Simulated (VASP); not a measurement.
Here is a VASP 6.6.1 calculation.

The input INCAR:

```
  PREC = Accurate
  ENCUT = 520
  EDIFF = 1E-7
  ISMEAR = 0
  SIGMA = 0.05
  LREAL = F
  LASPH = T
  NELM = 80
  ALGO = Normal
  ISIF = 2
  LWAVE = F
  LCHARG = F
  GGA = PE
  NBANDS = 11
```

Contents of KPOINTS:

```
Automatic mesh
0
Gamma
  12 12 12
```

File POSCAR:

```
SiC
1.0
    0.0000000000      2.1874634822      2.1874634822
    2.1874634822      0.0000000000      2.1874634822
    2.3092322828      2.3092322828     -0.1217688005
Si C
1 1
Direct
    0.0000000000      0.0000000000      0.0000000000
    0.7500000000      0.7500000000      0.7500000000
```

Potentials or basis: VASP PAW PBE potentials, release 64 (Si, C).

Command:

```console
$ cat potpaw_PBE.64/Si/POTCAR potpaw_PBE.64/C/POTCAR > POTCAR
$ mpirun -np 1 vasp_std > vasp.out
```

What does it give for the pressure?

-12.5 GPa.

Predict the band gap on the k mesh.

1.19 eV, indirect (least direct gap 3.88 eV).

Forces on the atoms (eV/Å):
```
Si   0.064  0.064 -0.064
C   -0.064 -0.064  0.064
```

A k mesh can miss the band edges.
